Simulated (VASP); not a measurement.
A run of VASP 6.6.1 is set up as follows.

INCAR

```
SYSTEM = Ni
  PREC = Accurate
  ENCUT = 520
  EDIFF = 1E-6
  ISMEAR = 0
  SIGMA = 0.1
  LREAL = .FALSE.
  LASPH = .TRUE.
  NELM = 150
  ALGO = Normal
  ISIF = 2
  LWAVE = .FALSE.
  LCHARG = .FALSE.
  ISPIN = 2
  MAGMOM = 0.47
  LORBIT = 11
  NUPDOWN = 0.47
  LMAXMIX = 4
  GGA = PS
  NBANDS = 15
```

The input KPOINTS:

```
Automatic mesh
0
G
  14 14 14
  0 0 0
```

Contents of POSCAR:

```
Ni
1.0
    0.0000000000      1.7673000000      1.7673000000
    1.7673000000      0.0000000000      1.7673000000
    1.7673000000      1.7673000000      0.0000000000
Ni
1
Direct
    0.0000000000      0.0000000000      0.0000000000
```

Potentials or basis: VASP PAW PBE potentials, release 64 (Ni).

Command:

```sh
$ cat potpaw_PBE.64/Ni/POTCAR > POTCAR
$ mpirun -np 1 vasp_std > vasp.out
```

Q: Estimate the pressure.

A: -12.6 GPa.

Caveat: the cell stands under tension; the PAW data sets were made with another functional, which shifts forces and pressure a little; the total moment is fixed, so each spin has its own Fermi level.
